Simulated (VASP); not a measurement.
Wanted: the native input for a VASP 6.6.1 run.

```
Task                   : single point
Functional             : PBEsol
Potentials or basis    : VASP PAW PBE potentials, release 64 (Sn_d, O)
Cutoff                 : 520 eV
k mesh                 : 3 × 3 × 3
Occupations            : fermi-dirac, width 0.3 eV
Spin                   : no spin polarisation
Dipole correction      : no
Further INCAR settings : LREAL = Auto; ALGO = Normal; EDIFF = 1e-06; NBANDS = 122
```

The structure of SnO2 lies in POSCAR:

```
SnO2
1.0
    0.0000000000      5.9365520000      5.4164920000
    4.8879970000      0.0000000000      5.4164920000
    4.8879970000      5.9365520000      0.0000000000
Sn O
8 16
Direct
    0.4978982151      0.2565384203      0.1788751039
    0.5396725916      0.7505351665      0.2858402650
    0.0613853374      0.1843456634      0.2748199212
    0.4655813261      0.2696731522      0.6957325139
    0.9141776135      0.8259154209      0.7379767010
    0.0822990271      0.1811740843      0.7996775815
    0.5530751368      0.6913280674      0.7941883926
    0.9280130052      0.8098645731      0.2472146354
    0.9296250269      0.1334246370      0.6467108664
    0.8028003378      0.1517473658      0.0676881208
    0.3443783979      0.2241630123      0.5167948892
    0.3522961452      0.0490706435      0.2427462296
    0.1372413030      0.4682612990      0.3330485218
    0.1325605998      0.3460517566      0.9353320085
    0.7645586149      0.2975494801      0.3275736531
    0.4928931890      0.4226624880      0.8008038930
    0.5552112404      0.5945919901      0.0836612903
    0.3522656296      0.5727980463      0.5064988518
    0.8039094855      0.8251153520      0.0403516277
    0.8726447749      0.5566382371      0.7837881175
    0.4882585760      0.9926445621      0.7179129526
    0.6275138325      0.7854117289      0.4673304475
    0.1661521878      0.8687981084      0.9511293588
   -0.1348743112      0.9383648361      0.4723766190
```

The input as run:

INCAR

```
SYSTEM = SnO2
PREC = Accurate
ENCUT = 520
EDIFF = 1E-6
ISMEAR = -1
SIGMA = 0.3
LREAL = Auto
LASPH = .TRUE.
NELM = 100
ALGO = Normal
ISIF = 2
LWAVE = .FALSE.
LCHARG = .FALSE.
GGA = PS
NBANDS = 122
```

KPOINTS

```
regular mesh
0
G
  3 3 3
  0 0 0
```

Potentials or basis: VASP PAW PBE potentials, release 64 (Sn_d, O).

The run is started by

```bash
$ cat potpaw_PBE.64/Sn_d/POTCAR potpaw_PBE.64/O/POTCAR > POTCAR
$ mpirun -np 1 vasp_std > vasp.out
```

It gave:

The pressure is 3.2 GPa and the largest force is 8.026 eV/Å. The band gap on the k mesh is zero (bands 104 and 105 overlap by 0.07 eV).

Caveat: the cell stands under pressure; so wide a smearing shifts energies and pressures; semilocal functionals underestimate gaps, and a narrow one can read as zero; the PAW data sets were made with another functional, which shifts forces and pressure a little; spin-orbit coupling is left out, which moves the levels of the heavy elements.

Wall time 11 min on 1 thread of Intel(R) Xeon(R) 6975P-C (Granite Rapids), with other jobs on the host, peak memory 0.64 GiB.
